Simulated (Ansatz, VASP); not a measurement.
# Two plane-wave programs on Si2Ni

```xyz
3
Lattice="0.0000 2.7030 2.7030 2.7030 0.0000 2.7030 2.7030 2.7030 0.0000" Properties=species:S:1:pos:R:3 pbc="T T T"
Ni    0.0000    0.0000    0.0000
Si    4.0545    4.0545    4.0545
Si    1.3515    1.3515    1.3515
```

Alike in both runs: task relaxation of cell and atoms; functional PBE; k mesh 9 × 9 × 9; occupations fermi-dirac, width 0.05 eV; collinear spin; Hubbard terms Ni d U = 4.0 eV.

|  | VASP | Ansatz |
| --- | --- | --- |
| version | VASP 6.6.1 | Ansatz 0.2.0 |
| potentials or method | VASP PAW PBE potentials, release 64 (Ni_sv_GW, Si) | Ansatz PAW |
| plane-wave cutoff (eV) | 590 | 420 |
| valence electrons in the cell | 26 | 26 |

Ansatz gave:

* gap on the k mesh at the Fermi level, each at its own relaxed structure (eV): none
* net moment per atom (μB): 0.00
* relaxed volume (Å³/atom): 13.47
* relaxed cell length with the largest relative difference (Å): 3.852

Problem. Which values does VASP return?

Solution. gap on the k mesh at the Fermi level, each at its own relaxed structure (eV): none; net moment per atom (μB): 0.00; relaxed volume (Å³/atom): 13.35; relaxed cell length with the largest relative difference (Å): 3.840.

The programs project onto different local orbitals, so the same U acts differently, and such runs can settle in different states. A gap of «none» marks a metal or a gap that the smearing closes.

Noted on Ansatz's run: the magnetic or orbital state may not be the lowest; the plane-wave basis is chosen anew once the cell has moved, so the energies of steps on either side of that aren't comparable.
